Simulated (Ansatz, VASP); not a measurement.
TaN in VASP and in Ansatz

```xyz
6
Lattice="5.0236 0.0000 0.0000 -2.5118 4.3505 0.0000 0.0000 0.0000 2.8960" Properties=species:S:1:pos:R:3 pbc="T T T"
Ta    0.0000    2.9003    1.4480
Ta    2.5118    1.4502    1.4480
Ta    0.0000    0.0000    0.0000
N     1.9761    0.0000    0.0000
N     1.5237    2.6392    0.0000
N    -0.9881    1.7114    0.0000
```

Change from the starting cell: strain -0.030 along x and y, +0.000 along z, atoms carried along.

Alike in both runs: task single point; functional PBEsol; k mesh 12 × 12 × 16; occupations gaussian, width 0.15 eV; no spin polarisation.

```csv
,VASP,Ansatz
version,VASP 6.6.1,Ansatz 0.2.0
potentials or method,"VASP PAW PBE potentials, release 64 (Ta_pv, N), cutoff 520 eV","scalar-relativistic, plane waves, PAW"
valence electrons in the cell,48,54
```

```tsv
	VASP	Ansatz	Ansatz less VASP
gap on the k mesh at the Fermi level (eV)	none	none	-
pressure (GPa)	24.3	23.0	-1.28
traceless stress, the component that is largest in VASP (GPa)	-11.08	-10.93	+0.150
rms of the force components (eV/Å)	0.223	0.210	-0.0122
```

VASP's potentials were made for PBE, not for PBEsol. Atom by atom the forces differ by 0.012 eV/Å (rms over components). A gap of «none» marks a metal or a gap that the smearing closes. The functional is the same, so the differences come from potentials, cutoffs and numerics. VASP's potentials hold 48 valence electrons a cell and Ansatz's 54, so a difference there can come from the potentials and not from the codes.

Spin-orbit coupling is off throughout.
